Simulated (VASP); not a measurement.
# ReO2F2 in VASP: further runs

ReO2F2 is run at these levels: PBE; tasks: single point.

Everything below comes from runs of VASP 6.6.1. Logs are shortened: lines on timing, memory, paths and dates and some standing lists are left out, and cuts for length are marked.

## Step 1: The cell of the first run

The cell holds a molecule in a box, 5 atoms: a = 11.000 Å, b = 11.000 Å, c = 11.320 Å, α = 90.00°, β = 90.00°, γ = 90.00°.

## Step 2: Single point, PBE, collinear spin

The input, INCAR:

```
SYSTEM = ReO2F2
  PREC = Accurate
  ENCUT = 520
  EDIFF = 1E-7
  ISMEAR = 0
  SIGMA = 0.01
  LREAL = .FALSE.
  LASPH = .TRUE.
  NELM = 150
  ALGO = Normal
  ISIF = 2
  LWAVE = .FALSE.
  LCHARG = .TRUE.
  ISPIN = 2
  MAGMOM = 1 0 0 0 0
  LORBIT = 11
  LMAXMIX = 4
  GGA = PE
  LELF = .TRUE.
  LVHAR = .TRUE.
  NBANDS = 28
```

The input, KPOINTS:

```
regular mesh
0
G
  1 1 1
  0 0 0
```

The input, POSCAR:

```
ReO2F2
1.0
   11.0000000000      0.0000000000      0.0000000000
    0.0000000000     11.0000000000      0.0000000000
    0.0000000000      0.0000000000     11.3200000000
Re O F
1 2 2
Direct
    0.5000790900      0.5000790900      0.5201475300
    0.5910663600      0.5910663600      0.6024805700
    0.4090909100      0.4090909100      0.6024805700
    0.5809545500      0.4192036400      0.3975265000
    0.4192036400      0.5809545500      0.3975265000
```

Potentials or basis: VASP PAW PBE potentials, release 64 (Re, O, F).

Command:

```
> cat potpaw_PBE.64/Re/POTCAR potpaw_PBE.64/O/POTCAR potpaw_PBE.64/F/POTCAR > POTCAR
> mpirun -np 1 vasp_gam > vasp.out
```

OUTCAR:

```text
SYSTEM = ReO2F2
   PREC = Accurate
   ENCUT = 520
   EDIFF = 1E-7
   ISMEAR = 0
   LREAL = .FALSE.
   LASPH = .TRUE.
   NELM = 150
   ISIF = 2
   ISPIN = 2
   LORBIT = 11
   GGA = PE

 ion  position               nearest neighbor table
   1  0.500  0.500  0.520-   2 1.69   3 1.69   4 1.87   5 1.87
   2  0.591  0.591  0.602-   1 1.69
   3  0.409  0.409  0.602-   1 1.69
   4  0.581  0.419  0.398-   1 1.87
   5  0.419  0.581  0.398-   1 1.87

  LATTYP: Found a simple tetragonal cell.
 ALAT       =    11.0000000000
 C/A-ratio  =     1.0290909091

  Lattice vectors:

 A1 = (  11.0000000000,   0.0000000000,   0.0000000000)
 A2 = (   0.0000000000,  11.0000000000,   0.0000000000)
 A3 = (   0.0000000000,   0.0000000000,  11.3200000000)

Analysis of symmetry for initial positions (statically):
=====================================================================
 Subroutine PRICEL returns:
 Original cell was already a primitive cell.

 Routine SETGRP: Setting up the symmetry group for a
 simple tetragonal supercell.

 Subroutine GETGRP returns: Found  4 space group operations
 (whereof  2 operations were pure point group operations)
 out of a pool of 16 trial point group operations.

The static configuration has the point symmetry C_1h.
 The point group associated with its full space group is C_2v.

Analysis of symmetry for dynamics (positions and initial velocities):
=====================================================================
 Subroutine PRICEL returns:
 Original cell was already a primitive cell.

 Routine SETGRP: Setting up the symmetry group for a
 simple tetragonal supercell.

 Subroutine GETGRP returns: Found  4 space group operations
 (whereof  2 operations were pure point group operations)
 out of a pool of 16 trial point group operations.

The dynamic configuration has the point symmetry C_1h.
 The point group associated with its full space group is C_2v.

Analysis of structural, dynamic, and magnetic symmetry:
=====================================================================
 Subroutine PRICEL returns:
 Original cell was already a primitive cell.

 Routine SETGRP: Setting up the symmetry group for a
 simple tetragonal supercell.

 Subroutine GETGRP returns: Found  4 space group operations
 (whereof  2 operations were pure point group operations)
 out of a pool of 16 trial point group operations.

The overall configuration has the point symmetry C_1h.
 The point group associated with its full space group is C_2v.

 Subroutine INISYM returns: Found  4 space group operations
 (whereof  2 operations are pure point group operations),
 and found     1 'primitive' translations

----------------------------------------------------------------------------------------

                                     Primitive cell

  volume of cell :    1369.7200

  direct lattice vectors                    reciprocal lattice vectors
    11.000000000  0.000000000  0.000000000     0.090909091  0.000000000  0.000000000
     0.000000000 11.000000000  0.000000000     0.000000000  0.090909091  0.000000000
     0.000000000  0.000000000 11.320000000     0.000000000  0.000000000  0.088339223

  length of vectors
    11.000000000 11.000000000 11.320000000     0.090909091  0.090909091  0.088339223

  position of ions in fractional coordinates (direct lattice)
     0.500079090  0.500079090  0.520147530
     0.591066360  0.591066360  0.602480570
     0.409090910  0.409090910  0.602480570
     0.580954550  0.419203640  0.397526500
     0.419203640  0.580954550  0.397526500

  ion indices of the primitive-cell ions
   primitive index   ion index
                 1           1
                 2           2
                 3           3
                 4           4
                 5           5

----------------------------------------------------------------------------------------

 KPOINTS: regular mesh

Automatic generation of k-mesh.
 Grid dimensions read from file:
 generate k-points for:    1    1    1

 Generating k-lattice:

  Cartesian coordinates                     Fractional coordinates (reciprocal lattice)
     0.090909091  0.000000000  0.000000000     1.000000000  0.000000000  0.000000000
     0.000000000  0.090909091  0.000000000     0.000000000  1.000000000  0.000000000
     0.000000000  0.000000000  0.088339223     0.000000000  0.000000000  1.000000000

  Length of vectors
     0.090909091  0.090909091  0.088339223

  Shift w.r.t. Gamma in fractional coordinates (k-lattice)
     0.000000000  0.000000000  0.000000000

 Subroutine IBZKPT returns following result:
 ===========================================

 Found      1 irreducible k-points:

 Following reciprocal coordinates:
            Coordinates               Weight
  0.000000  0.000000  0.000000      1.000000
   k-points           NKPTS =      1   k-points in BZ     NKDIM =      1   number of bands    NBANDS=     28
   number of dos      NEDOS =    301   number of ions     NIONS =      5
   total plane-waves  NPLWV = 592704
   dimension x,y,z NGX =    84 NGY =   84 NGZ =   84
   dimension x,y,z NGXF=   168 NGYF=  168 NGZF=  168
   ions per type =               1   2   2
   NGX,Y,Z   is equivalent  to a cutoff of  12.70, 12.70, 12.34 a.u.
   NGXF,Y,Z  is equivalent  to a cutoff of  25.39, 25.39, 24.67 a.u.
 SYSTEM =  ReO2F2
   PREC   = accura    normal or accurate (medium, high low for compatibility)
   ISTART =      0    job   : 0-new  1-cont  2-samecut
   ICHARG =      2    charge: 1-file 2-atom 10-const
   ISPIN  =      2    spin polarized calculation?
   LNONCOLLINEAR =      F non collinear calculations
   LSORBIT =      F    spin-orbit coupling
   LASPH  =      T    aspherical Exc in radial PAW
   ENCUT  =  520.0 eV  38.22 Ry    6.18 a.u.  20.45 20.45 21.05*2*pi/ulx,y,z
   NELM   =    150;   NELMIN=  2; NELMDL= -5     # of ELM steps
   EDIFF  = 0.1E-06   stopping-criterion for ELM
   LREAL  =      F    real-space projection
   EDIFFG = 0.1E-05   stopping-criterion for IOM
   NSW    =      0    number of steps for IOM
   IBRION =     -1    ionic relax: 0-MD 1-quasi-New 2-CG
   NFREE  =      0    steps in history (QN), initial steepest desc. (CG)
   ISIF   =      2    stress and relaxation
   ISYM   =      2    0-nonsym 1-usesym 2-fastsym
   POTIM  = 0.5000    time-step for ionic-motion
   TEBEG  =    0.0;   TEEND  =   0.0 temperature during run
   PSTRESS=    0.0 pullay stress
   NELECT =      33.0000    total number of electrons
   NUPDOWN=      -1.0000    fix difference up-down
   EMIN   =  10.00;   EMAX   =-10.00  energy-range for DOS
   EFERMI =   0.00;   METHOD = LEGACY
   ISMEAR =     0;   SIGMA  =   0.01  broadening in eV -4-tet -1-fermi 0-gaus
   EFERMI_NEDOS =   21; number of points for ismear=-14 and -15
   IALGO  =     38    algorithm
   IMIX   =      4    mixing-type and parameters
     AMIX     =   0.40;   BMIX     =  1.00
     AMIX_MAG =   1.60;   BMIX_MAG =  1.00
  volume/ion in A,a.u.               =     273.94      1848.67
  Fermi-wavevector in a.u.,A,eV,Ry     =   0.472827  0.893513  3.041791  0.223565
  Thomas-Fermi vector in A             =   1.466240
   LORBIT       =     11    0 simple, 1 ext, 2 COOP (PROOUT), +10 PAW based schemes
   GGA     = PE    functional components
   LHFCALC =     F    Hartree Fock is set to
   AEXX    =    0.0000 exact exchange contribution
   IVDW    =     0    specifies the selected vdW correction
   LEPSILON=     F    determine dielectric tensor
   LRPA    =     F    only Hartree local field effects (RPA)
 spin polarized calculation
 Gauss-broadening in eV      SIGMA  =   0.01
  energy-cutoff  :      520.00
  volume of cell :     1369.72
 maximum number of plane-waves:     18422
 NGX is ok and might be reduce to    84
   NGX = 41   NGY = 41   NGZ = 43

 number of electron      33.0000000 magnetization       1.0000000

 Free energy of the ion-electron system (eV)
  ---------------------------------------------------
  ext. energy  EPLUGINS =         0.00000000
  ---------------------------------------------------
  free energy    TOTEN  =       -33.86319931 eV

  energy without entropy =      -33.86319931  energy(sigma->0) =      -33.86319931

 E-fermi :  -5.8414     XC(G=0):  -0.9502

 val. band max:       -5.9252322512   @ k =   0.0000   0.0000   0.0000
 cond. band min:      -4.7803473356   @ k =   0.0000   0.0000   0.0000
 fundamental gap:      1.1448849156
 Fermi energy:        -5.8413913776

 spin component 1

 k-point     1 :       0.0000    0.0000    0.0000
  band No.  band energies     occupation
      1     -29.7467      1.00000
      2     -29.5724      1.00000
      3     -24.7797      1.00000
      4     -24.3989      1.00000
      5     -12.7427      1.00000
      6     -12.7368      1.00000
      7     -12.2075      1.00000
      8     -12.0403      1.00000
      9     -11.8717      1.00000
     10     -11.3548      1.00000
     11     -10.1610      1.00000
     12     -10.1468      1.00000
     13      -9.8496      1.00000
     14      -9.7986      1.00000
     15      -9.4890      1.00000
     16      -8.6741      1.00000
     17      -5.9252      1.00000
     18      -4.3355      0.00000
     19      -3.2082      0.00000
     20      -2.6460      0.00000
     21      -1.8228      0.00000
     22      -0.7747      0.00000
     23       0.4781      0.00000
     24       0.6753      0.00000
     25       0.7913      0.00000
     26       0.8454      0.00000
     27       1.1588      0.00000
     28       1.1816      0.00000
 Fermi energy:        -5.8413913776

 spin component 2

 k-point     1 :       0.0000    0.0000    0.0000
  band No.  band energies     occupation
      1     -29.6039      1.00000
      2     -29.4309      1.00000
      3     -24.7760      1.00000
      4     -24.3998      1.00000
      5     -12.6110      1.00000
      6     -12.5931      1.00000
      7     -12.0986      1.00000
      8     -11.6872      1.00000
      9     -11.5654      1.00000
     10     -11.2744      1.00000
     11     -10.0916      1.00000
     12      -9.8896      1.00000
     13      -9.8043      1.00000
     14      -9.6606      1.00000
     15      -9.4567      1.00000
     16      -8.6723      1.00000
     17      -4.7803      0.00000
     18      -4.0438      0.00000
     19      -2.8943      0.00000
     20      -2.3579      0.00000
     21      -1.6560      0.00000
     22      -0.6939      0.00000
     23       0.6423      0.00000
     24       0.7140      0.00000
     25       0.8525      0.00000
     26       0.8701      0.00000
     27       1.1994      0.00000
     28       1.2087      0.00000

------------------------ aborting loop because EDIFF is reached ----------------------------------------

  FORCE on cell =-STRESS in cart. coord.  units (eV):
  Direction    XX          YY          ZZ          XY          YZ          ZX
  --------------------------------------------------------------------------------------
  -------------------------------------------------------------------------------------
  Total        1.6213679      1.6213679      2.1204834      0.5789306     -0.0000000      0.0000000
  in kB        1.8965328      1.8965328      2.4803540      0.6771818     -0.0000000      0.0000000
  external PRESSURE =       2.0911399 kB  Pullay stress =       0.0000000 kB

 VOLUME and BASIS-vectors are now :
 -----------------------------------------------------------------------------
  energy-cutoff  :      520.00
  volume of cell :     1369.72
      direct lattice vectors                 reciprocal lattice vectors
    11.000000000  0.000000000  0.000000000     0.090909091  0.000000000  0.000000000
     0.000000000 11.000000000  0.000000000     0.000000000  0.090909091  0.000000000
     0.000000000  0.000000000 11.320000000     0.000000000  0.000000000  0.088339223

 POSITION                                       TOTAL-FORCE (eV/Angst)
 -----------------------------------------------------------------------------------
      5.50087      5.50087      5.88807        -0.000000     -0.000000     -0.430855
      6.50173      6.50173      6.82008         0.584856      0.584856      0.619533
      4.50000      4.50000      6.82008        -0.584856     -0.584856      0.619533
      6.39050      4.61124      4.50000         0.333849     -0.333849     -0.404105
      4.61124      6.39050      4.50000        -0.333849      0.333849     -0.404105
 -----------------------------------------------------------------------------------
    total drift:                                0.012454      0.012454     -0.002059

  FREE ENERGIE OF THE ION-ELECTRON SYSTEM (eV)
  ---------------------------------------------------
  free  energy   TOTEN  =       -33.8631993060 eV

  energy  without entropy=      -33.8631993060  energy(sigma->0) =      -33.86319931

 total charge

# of ion       s       p       d       tot
------------------------------------------
    1        0.687   0.881   4.928   6.495
    2        1.602   3.347   0.000   4.949
    3        1.602   3.347   0.000   4.949
    4        1.748   4.303   0.000   6.050
    5        1.748   4.303   0.000   6.050
--------------------------------------------------
tot          7.386  16.181   4.928  28.495

 magnetization (x)

# of ion       s       p       d       tot
------------------------------------------
    1        0.068   0.029   0.641   0.738
    2        0.000  -0.008   0.000  -0.008
    3        0.000  -0.008   0.000  -0.008
    4        0.002   0.072   0.000   0.074
    5        0.002   0.072   0.000   0.074
--------------------------------------------------
tot          0.071   0.158   0.641   0.870
```

Run time: 6.6 min. Hardware: 1 thread of Intel Xeon Platinum 8259CL at 2.50GHz (Skylake/Cascade Lake), shared host; peak memory 1.4 GiB.

What came out:

| Item | Value |
| --- | --- |
| Free energy | -33.8632 eV |
| Largest force | 1.033 eV/Å |
| Gap between the frontier levels | 1.14 eV |
| Net moment | 1.00 μB per cell |
| Site moments | Re +0.74; O -0.01; F +0.07 μB |
| Valence electrons inside the program's atomic spheres | Re 6.50; O 4.95; F 6.05 |

Forces in eV/Å, atoms in the order of the input:
```
Re   0.000  0.000 -0.431
O    0.585  0.585  0.620
O   -0.585 -0.585  0.620
F    0.334 -0.334 -0.404
F   -0.334  0.334 -0.404
```

Levels at points of the mesh, in eV from the valence-band top:
Spin up:
```tsv
k point	band 15	band 16	band 17	band 18	band 19	band 20
(0.00, 0.00, 0.00)	-3.56	-2.75	0.00	1.59	2.72	3.28
```
Spin down:
| k point | band 14 | band 15 | band 16 | band 17 | band 18 | band 19 |
| --- | --- | --- | --- | --- | --- | --- |
| (0.00, 0.00, 0.00) | -3.74 | -3.53 | -2.75 | 1.14 | 1.88 | 3.03 |

Caveat: spin-orbit coupling is left out, which moves the levels of the heavy elements.

## Step 3: Single point, PBE, non-collinear spin, typed start, spin-orbit coupling

The input, INCAR:

```
SYSTEM = ReO2F2
ALGO = Normal ; EDIFF = 1E-6
ENCUT = 520 ; GGA = PE
GGA_COMPAT = .False. ; ISIF = 2
ISMEAR = 0 ; LASPH = .True.
LCHARG = .False. ; LMAXMIX = 4
LNONCOLLINEAR = .True. ; LORBIT = 11
LORBMOM = .True. ; LREAL = .False.
LSORBIT = .True. ; LWAVE = .False.
MAGMOM = 0 0 1 0 0 0 0 0 0 0 0 0 0 0 0 ; NBANDS = 48
NELM = 150 ; PREC = Accurate
SIGMA = 0.01
```

The input, KPOINTS:

```
k-points
0
Gamma
  1 1 1
  0 0 0
```

POSCAR is that of step 2.

Potentials or basis: VASP PAW PBE potentials, release 64 (Re, O, F).

Command:

```
> cat potpaw_PBE.64/Re/POTCAR potpaw_PBE.64/O/POTCAR potpaw_PBE.64/F/POTCAR > POTCAR
> mpirun -np 1 vasp_ncl > vasp.out
```

It took 15 min on 1 thread of Intel Xeon Platinum 8259CL at 2.50GHz (Skylake/Cascade Lake), shared host; peak memory 3.2 GiB.

Results (log left out):

- Free energy: -34.1294 eV
- Largest force: 1.054 eV/Å
- Net moment: 0.98 μB per cell
- Valence electrons inside the program's atomic spheres: Re 6.49; O 4.95; F 6.05

Forces in eV/Å, atoms in the order of the input:
```
Re   0.000  0.000 -0.501
O    0.596  0.596  0.632
O   -0.596 -0.596  0.632
F    0.344 -0.344 -0.381
F   -0.344  0.344 -0.381
```

Moments on the atoms (μB; x, y, z):
```
Re   0.00  0.00  0.72
O    0.00  0.00  0.00
O    0.00  0.00  0.00
F    0.01 -0.01  0.07
F   -0.01  0.01  0.07
```
